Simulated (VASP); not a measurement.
# CdH2O2 (P-3m1) in VASP: single point with r2SCAN

Aim: the single point of CdH2O2 with r2SCAN.

Program: VASP 6.6.1. These are calculated values, not measurements. Logs are shortened: lines on timing, memory, paths and dates and some standing lists are left out, and cuts for length are marked.

**1. The cell of the first run**

The structure is trigonal, space group P-3m1 (No. 164). The conventional cell has a = 3.516 Å, b = 3.516 Å, c = 4.643 Å, α = 90.00°, β = 90.00°, γ = 120.00°. Cd (site symmetry -3m) has 6 O at 2.32 Å and 6 H at 2.91 Å within 3.1 Å. H (site symmetry 3m) has 1 O at 0.97 Å within 1.3 Å. O (site symmetry 3m) has 1 H at 0.97 Å within 1.3 Å.

**2. Single point, r2SCAN**

The input, POSCAR:

```
CdH2O2
1.0
    3.5155260000      0.0000000000      0.0000000000
   -1.7577630000      3.0445350000      0.0000000000
    0.0000000000      0.0000000000      4.6429790000
Cd H O
1 2 2
Direct
    0.0000000000      0.0000000000      0.0000000000
    0.6666666667      0.3333333333      0.5509610000
    0.3333333333      0.6666666667      0.4490390000
    0.6666666667      0.3333333333      0.7593720000
    0.3333333333      0.6666666667      0.2406280000
```

The input, INCAR.step1:

```
SYSTEM = CdH2O2
PREC = Accurate ; ENCUT = 660
ISMEAR = 0 ; SIGMA = 0.01
LREAL = .False. ; LASPH = .True.
NELM = 120 ; NBANDS = 25
GGA = PE ; ALGO = Normal
EDIFF = 1E-5 ; LWAVE = .True.
LCHARG = .False. ; GGA_COMPAT = .False.
```

The input, INCAR.step2:

```
SYSTEM = CdH2O2
PREC = Accurate ; ENCUT = 660
EDIFF = 1E-6 ; ISMEAR = 0
SIGMA = 0.01 ; LREAL = .False.
LASPH = .True. ; NELM = 120
ALGO = Normal ; ISIF = 2
LWAVE = .False. ; LCHARG = .False.
METAGGA = R2SCAN ; LMIXTAU = .True.
NBANDS = 25 ; ISTART = 1
GGA_COMPAT = .False.
```

The input, KPOINTS:

```
Automatic mesh
0
Gamma
  6 6 4
  0 0 0
```

Potentials or basis: VASP PAW PBE potentials, release 64 (Cd_sv_GW, H, O).

Command:

```console
$ cat potpaw_PBE.64/Cd_sv_GW/POTCAR potpaw_PBE.64/H/POTCAR potpaw_PBE.64/O/POTCAR > POTCAR
$ cp INCAR.step1 INCAR
$ mpirun -np 1 vasp_std > vasp.out
$ cp INCAR.step2 INCAR
$ mpirun -np 1 vasp_std > vasp.out
```

OUTCAR:

```text
SYSTEM = CdH2O2
   PREC = Accurate
   ENCUT = 660
   EDIFF = 1E-6
   ISMEAR = 0
   LREAL = .False.
   LASPH = .True.
   NELM = 120
   ISIF = 2
   METAGGA = R2SCAN
   ISTART = 1

 ion  position               nearest neighbor table
   1  0.000  0.000  0.000-   4 2.32   5 2.32   4 2.32   5 2.32   4 2.32   5 2.32
   2  0.667  0.333  0.551-   4 0.97
   3  0.333  0.667  0.449-   5 0.97
   4  0.667  0.333  0.759-   2 0.97   1 2.32   1 2.32   1 2.32
   5  0.333  0.667  0.241-   3 0.97   1 2.32   1 2.32   1 2.32

  LATTYP: Found a hexagonal cell.
 ALAT       =     3.5155260000
 C/A-ratio  =     1.3207067733

  Lattice vectors:

 A1 = (   3.5155260000,   0.0000000000,   0.0000000000)
 A2 = (  -1.7577630000,   3.0445350000,   0.0000000000)
 A3 = (   0.0000000000,   0.0000000000,   4.6429790000)

Analysis of symmetry for initial positions (statically):
=====================================================================
 Subroutine PRICEL returns:
 Original cell was already a primitive cell.

 Routine SETGRP: Setting up the symmetry group for a
 hexagonal supercell.

 Subroutine GETGRP returns: Found 12 space group operations
 (whereof 12 operations were pure point group operations)
 out of a pool of 24 trial point group operations.

The static configuration has the point symmetry D_3d.

Analysis of symmetry for dynamics (positions and initial velocities):
=====================================================================
 Subroutine PRICEL returns:
 Original cell was already a primitive cell.

 Routine SETGRP: Setting up the symmetry group for a
 hexagonal supercell.

 Subroutine GETGRP returns: Found 12 space group operations
 (whereof 12 operations were pure point group operations)
 out of a pool of 24 trial point group operations.

The dynamic configuration has the point symmetry D_3d.

 Subroutine INISYM returns: Found 12 space group operations
 (whereof 12 operations are pure point group operations),
 and found     1 'primitive' translations

----------------------------------------------------------------------------------------

                                     Primitive cell
[... 91 lines left out ...]
   LNONCOLLINEAR =      F non collinear calculations
   LSORBIT =      F    spin-orbit coupling
   LASPH  =      T    aspherical Exc in radial PAW
   ENCUT  =  660.0 eV  48.51 Ry    6.96 a.u.   7.36  7.36  9.73*2*pi/ulx,y,z
   NELM   =    120;   NELMIN=  2; NELMDL=  0     # of ELM steps
   EDIFF  = 0.1E-05   stopping-criterion for ELM
   LREAL  =      F    real-space projection
   EDIFFG = 0.1E-04   stopping-criterion for IOM
   NSW    =      0    number of steps for IOM
   IBRION =     -1    ionic relax: 0-MD 1-quasi-New 2-CG
   NFREE  =      0    steps in history (QN), initial steepest desc. (CG)
   ISIF   =      2    stress and relaxation
   ISYM   =      2    0-nonsym 1-usesym 2-fastsym
   POTIM  = 0.5000    time-step for ionic-motion
   TEBEG  =    0.0;   TEEND  =   0.0 temperature during run
   PSTRESS=    0.0 pullay stress
   NELECT =      34.0000    total number of electrons
   NUPDOWN=      -1.0000    fix difference up-down
   EMIN   =  10.00;   EMAX   =-10.00  energy-range for DOS
   EFERMI =   0.00;   METHOD = LEGACY
   ISMEAR =     0;   SIGMA  =   0.01  broadening in eV -4-tet -1-fermi 0-gaus
   EFERMI_NEDOS =   21; number of points for ismear=-14 and -15
   IALGO  =     38    algorithm
   IMIX   =      4    mixing-type and parameters
     AMIX     =   0.40;   BMIX     =  1.00
     AMIX_MAG =   1.60;   BMIX_MAG =  1.00
  volume/ion in A,a.u.               =       9.94        67.07
  Fermi-wavevector in a.u.,A,eV,Ry     =   1.442553  2.726030 28.313171  2.080959
  Thomas-Fermi vector in A             =   2.561060
   LORBIT       =      0    0 simple, 1 ext, 2 COOP (PROOUT), +10 PAW based schemes
   METAGGA = R2SCAN    functional components
   LHFCALC =     F    Hartree Fock is set to
   AEXX    =    0.0000 exact exchange contribution
   IVDW    =     0    specifies the selected vdW correction
   LEPSILON=     F    determine dielectric tensor
   LRPA    =     F    only Hartree local field effects (RPA)
 non-spin polarized calculation
 Gauss-broadening in eV      SIGMA  =   0.01
  energy-cutoff  :      660.00
  volume of cell :       49.69
 maximum number of plane-waves:      1940
 NGX is ok and might be reduce to    30
   NGX = 15   NGY = 15   NGZ = 19

 number of electron      34.0000007 magnetization

 Free energy of the ion-electron system (eV)
  ---------------------------------------------------
  ext. energy  EPLUGINS =         0.00000000
  ---------------------------------------------------
  free energy    TOTEN  =       -44.80502804 eV

  energy without entropy =      -44.80502804  energy(sigma->0) =      -44.80502804

 E-fermi :   1.2532     XC(G=0): -10.6464

 val. band max:        1.1026958296   @ k =   0.5000   0.0000   0.0000
 cond. band min:       3.3761374362   @ k =   0.0000   0.0000   0.0000
 fundamental gap:      2.2734416066
 Fermi energy:         1.2532481583

 k-point     1 :       0.0000    0.0000    0.0000
  band No.  band energies     occupation
      1    -101.2645      2.00000
      2     -61.4899      2.00000
      3     -61.4377      2.00000
      4     -61.4377      2.00000
      5     -18.4067      2.00000
      6     -17.4353      2.00000
[... 661 lines left out ...]
     24      18.6736      0.00000
     25      18.9718      0.00000

------------------------ aborting loop because EDIFF is reached ----------------------------------------

  FORCE on cell =-STRESS in cart. coord.  units (eV):
  Direction    XX          YY          ZZ          XY          YZ          ZX
  --------------------------------------------------------------------------------------
  -------------------------------------------------------------------------------------
  Total       -0.2764523     -0.2764523     -0.2777976      0.0000000      0.0000000      0.0000000
  in kB       -8.9129759     -8.9129770     -8.9563497      0.0000000      0.0000000      0.0000000
  external PRESSURE =      -8.9274342 kB  Pullay stress =       0.0000000 kB

 VOLUME and BASIS-vectors are now :
 -----------------------------------------------------------------------------
  energy-cutoff  :      660.00
  volume of cell :       49.69
      direct lattice vectors                 reciprocal lattice vectors
     3.515526000  0.000000000  0.000000000     0.284452455  0.164228692  0.000000000
    -1.757763000  3.044535000  0.000000000     0.000000000  0.328457383  0.000000000
     0.000000000  0.000000000  4.642979000     0.000000000  0.000000000  0.215378963

 POSITION                                       TOTAL-FORCE (eV/Angst)
 -----------------------------------------------------------------------------------
      0.00000      0.00000      0.00000         0.000000     -0.000000      0.000000
      1.75776      1.01484      2.55810         0.000000     -0.000000      0.001612
     -0.00000      2.02969      2.08488         0.000000     -0.000000     -0.001612
      1.75776      1.01484      3.52575         0.000000      0.000000      0.101318
     -0.00000      2.02969      1.11723        -0.000000     -0.000000     -0.101318
 -----------------------------------------------------------------------------------
    total drift:                               -0.000000     -0.000000     -0.000000

  FREE ENERGIE OF THE ION-ELECTRON SYSTEM (eV)
  ---------------------------------------------------
  free  energy   TOTEN  =       -44.8050280412 eV

  energy  without entropy=      -44.8050280412  energy(sigma->0) =      -44.80502804
```

OSZICAR.step1:

```text
N       E                     dE             d eps       ncg     rms          rms(c)
DAV:   1     0.606360307358E+03    0.60636E+03   -0.21290E+04  1200   0.201E+03
DAV:   2     0.385259305296E+02   -0.56783E+03   -0.50807E+03  1211   0.630E+02
DAV:   3    -0.239013838720E+02   -0.62427E+02   -0.61315E+02  1871   0.234E+02
DAV:   4    -0.261256101844E+02   -0.22242E+01   -0.22200E+01  1520   0.465E+01
DAV:   5    -0.262047255263E+02   -0.79115E-01   -0.79101E-01  1680   0.843E+00    0.160E+01
DAV:   6    -0.226793572198E+02    0.35254E+01   -0.84740E+00  1638   0.556E+01    0.137E+01
DAV:   7    -0.227107494562E+02   -0.31392E-01   -0.97314E-01  1302   0.919E+00    0.950E+00
DAV:   8    -0.227121885382E+02   -0.14391E-02   -0.33991E-01  1848   0.959E+00    0.241E+00
DAV:   9    -0.226808577302E+02    0.31331E-01   -0.73483E-02  1701   0.586E+00    0.231E-01
DAV:  10    -0.226811916033E+02   -0.33387E-03   -0.91286E-03  1334   0.853E-01    0.860E-02
DAV:  11    -0.226813276891E+02   -0.13609E-03   -0.50207E-04  1846   0.230E-01    0.559E-02
DAV:  12    -0.226813331559E+02   -0.54668E-05   -0.72982E-05  1641   0.144E-01
   1 F= -.22681333E+02 E0= -.22681333E+02  d E =-.470157E-79
```

It took 92 s on 1 thread of AMD EPYC 9R45 (Zen 5), shared host; peak memory 0.2 GiB.

Results:

- Free energy: -44.8050 eV
- Pressure: -0.9 GPa
- Largest force: 0.101 eV/Å
- Band gap on the k mesh: 2.27 eV (least direct gap 2.62 eV)

Forces on the atoms (eV/Å):
```
Cd   0.000  0.000  0.000
H    0.000  0.000  0.002
H    0.000  0.000 -0.002
O    0.000  0.000  0.101
O    0.000  0.000 -0.101
```

Caveat: the PAW data sets were made with another functional, which shifts forces and pressure a little. A k mesh can miss the band edges.
